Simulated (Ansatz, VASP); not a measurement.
# Y: VASP beside Ansatz

```
Y
1.0
     3.71398    0.00000    0.00000
    -1.85699    3.21641    0.00000
     0.00000    0.00000   12.07643
Y
4
Direct
  0.66667 0.33333 0.75000
  0.00000 0.00000 0.50000
  0.33333 0.66667 0.25000
  0.00000 0.00000 0.00000
```

Change from the starting cell: volume scaled by 1.06.

Alike in both runs: task single point; functional PBEsol; k mesh 8 × 8 × 3; occupations fermi-dirac, width 0.05 eV; no spin polarisation.

|  | VASP | Ansatz |
| --- | --- | --- |
| version | VASP 6.6.1 | Ansatz 0.2.0 |
| potentials or method | VASP PAW PBE potentials, release 64 (Y_sv), cutoff 520 eV | all-electron LAPW, scalar-relativistic |

```csv
,VASP,Ansatz,Ansatz less VASP
gap on the k mesh at the Fermi level (eV),none,none,-
pressure (GPa),-5.2,-5.1,+0.08
"traceless stress, the component that is largest in VASP (GPa)",-0.40,-0.41,-0.005
```

VASP's potentials were made for PBE, not for PBEsol. A gap of «none» marks a metal or a gap that the smearing closes. Ansatz ran all-electron here, and VASP with PAW potentials.
